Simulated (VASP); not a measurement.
# HfS2 (P-3m1) in VASP: a series of runs, part 2 of 2

VASP 6.6.1. The steps go on from the part before.

### 3 Single point, r2SCAN (epitaxial xy strain +1.0%)

POSCAR

```
HfS2
1.0
    3.6665989181      0.0000000000      0.0000000000
   -1.8332994590      3.1753678085      0.0000000000
    0.0000000000      0.0000000000      5.8489663599
Hf S
1 2
Direct
    0.0000000000      0.0000000000      0.0000000000
    0.3333333333      0.6666666667      0.2430333028
    0.6666666667      0.3333333333      0.7569666972
```

INCAR.step1

```
SYSTEM = HfS2
  PREC = Accurate
  ENCUT = 550
  ISMEAR = 0
  SIGMA = 0.01
  LREAL = .FALSE.
  LASPH = .TRUE.
  NELM = 120
  NBANDS = 18
  GGA = PE
  ALGO = Normal
  EDIFF = 1E-5
  LWAVE = .TRUE.
  LCHARG = .FALSE.
  GGA_COMPAT = .FALSE.
```

INCAR.step2

```
SYSTEM = HfS2
  PREC = Accurate
  ENCUT = 550
  EDIFF = 1E-6
  ISMEAR = 0
  SIGMA = 0.01
  LREAL = .FALSE.
  LASPH = .TRUE.
  NELM = 120
  ALGO = Normal
  ISIF = 2
  LWAVE = .FALSE.
  LCHARG = .FALSE.
  METAGGA = R2SCAN
  LMIXTAU = .TRUE.
  NBANDS = 18
  ISTART = 1
  GGA_COMPAT = .FALSE.
```

KPOINTS

```
regular mesh
0
G
  12 12 4
  0 0 0
```

Potentials or basis: VASP PAW PBE potentials, release 64 (Hf_pv, S).

The run is started by

```bash
$ cat potpaw_PBE.64/Hf_pv/POTCAR potpaw_PBE.64/S/POTCAR > POTCAR
$ cp INCAR.step1 INCAR
$ mpirun -np 1 vasp_std > vasp.out
$ cp INCAR.step2 INCAR
$ mpirun -np 1 vasp_std > vasp.out
```

OUTCAR:

```text
SYSTEM = HfS2
   PREC = Accurate
   ENCUT = 550
   EDIFF = 1E-6
   ISMEAR = 0
   LREAL = .FALSE.
   LASPH = .TRUE.
   NELM = 120
   ISIF = 2
   METAGGA = R2SCAN
   ISTART = 1

 ion  position               nearest neighbor table
   1  0.000  0.000  0.000-   2 2.55   3 2.55   2 2.55   3 2.55   3 2.55   2 2.55
   2  0.333  0.667  0.243-   1 2.55   1 2.55   1 2.55
   3  0.667  0.333  0.757-   1 2.55   1 2.55   1 2.55

  LATTYP: Found a hexagonal cell.
 ALAT       =     3.6665989181
 C/A-ratio  =     1.5952021180

  Lattice vectors:

 A1 = (   3.6665989181,   0.0000000000,   0.0000000000)
 A2 = (  -1.8332994590,   3.1753678085,   0.0000000000)
 A3 = (   0.0000000000,   0.0000000000,   5.8489663599)

Analysis of symmetry for initial positions (statically):
=====================================================================
 Subroutine PRICEL returns:
 Original cell was already a primitive cell.

 Routine SETGRP: Setting up the symmetry group for a
 hexagonal supercell.

 Subroutine GETGRP returns: Found 12 space group operations
 (whereof 12 operations were pure point group operations)
[... 165 lines left out ...]

 E-fermi :   3.0503     XC(G=0): -10.0960

 val. band max:        2.9850826818   @ k =   0.0833   0.0000   0.0000
 cond. band min:       4.3992354994   @ k =   0.5000   0.0000   0.5000
 fundamental gap:      1.4141528177
 Fermi energy:         3.0503391389

 k-point     1 :       0.0000    0.0000    0.0000
  band No.  band energies     occupation
      1     -29.0288      2.00000
      2     -28.9160      2.00000
      3     -28.9160      2.00000
      4     -10.7038      2.00000
      5      -8.9280      2.00000
      6      -1.8390      2.00000
[... 481 lines left out ...]
      5      -9.1324      2.00000
      6      -1.2161      2.00000
[... 10 lines left out ...]
     17      10.5070      0.00000
     18      11.0841      0.00000

 [... further k-points ...]

------------------------ aborting loop because EDIFF is reached ----------------------------------------

  FORCE on cell =-STRESS in cart. coord.  units (eV):
  Direction    XX          YY          ZZ          XY          YZ          ZX
  --------------------------------------------------------------------------------------
  -------------------------------------------------------------------------------------
  Total       -0.6578410     -0.6578410      0.1589196     -0.0000000      0.0000000      0.0000000
  in kB      -15.4772915    -15.4772915      3.7389655     -0.0000000      0.0000000      0.0000000
  external PRESSURE =      -9.0718725 kB  Pullay stress =       0.0000000 kB

 VOLUME and BASIS-vectors are now :
 -----------------------------------------------------------------------------
  energy-cutoff  :      550.00
  volume of cell :       68.10
      direct lattice vectors                 reciprocal lattice vectors
     3.666598918  0.000000000  0.000000000     0.272732312  0.157462074  0.000000000
    -1.833299459  3.175367808  0.000000000     0.000000000  0.314924147  0.000000000
     0.000000000  0.000000000  5.848966360     0.000000000  0.000000000  0.170970380

 POSITION                                       TOTAL-FORCE (eV/Angst)
 -----------------------------------------------------------------------------------
      0.00000      0.00000      0.00000         0.000000      0.000000     -0.000000
     -0.00000      2.11691      1.42149         0.000000      0.000000     -0.120458
      1.83330      1.05846      4.42747        -0.000000     -0.000000      0.120458
 -----------------------------------------------------------------------------------
    total drift:                                0.000000      0.000000      0.000000

  FREE ENERGIE OF THE ION-ELECTRON SYSTEM (eV)
  ---------------------------------------------------
  free  energy   TOTEN  =       -66.6249749668 eV

  energy  without entropy=      -66.6249749668  energy(sigma->0) =      -66.62497497
```

OUTCAR.step1:

```text
SYSTEM = HfS2
   PREC = Accurate
   ENCUT = 550
   ISMEAR = 0
   LREAL = .FALSE.
   LASPH = .TRUE.
   NELM = 120
[... 728 lines left out ...]
      0.00000      0.00000      0.00000         0.000000      0.000000      0.000000
     -0.00000      2.11691      1.42149        -0.000000     -0.000000      0.045598
      1.83330      1.05846      4.42747        -0.000000      0.000000     -0.045598
 -----------------------------------------------------------------------------------
    total drift:                                0.000000      0.000000      0.000000

  FREE ENERGIE OF THE ION-ELECTRON SYSTEM (eV)
  ---------------------------------------------------
  free  energy   TOTEN  =       -22.8909749217 eV

  energy  without entropy=      -22.8909749217  energy(sigma->0) =      -22.89097492
```

Wall time 6.5 min (1 thread of AMD EPYC 9R14 (Zen 4), shared host); peak memory 0.22 GiB.

Results:

* Free energy: -66.6250 eV
* Pressure: -0.9 GPa
* Largest force: 0.120 eV/Å
* Band gap on the k mesh: 1.41 eV (least direct gap 2.20 eV)

Forces in eV/Å, atoms in the order of the input:
```
Hf   0.000  0.000  0.000
S    0.000  0.000 -0.120
S    0.000  0.000  0.120
```

Caveat: the cell differs from its parent crystal (epitaxial xy strain +1.0%); the PAW data sets were made with another functional, which shifts forces and pressure a little; spin-orbit coupling is left out, which moves the levels of the heavy elements.
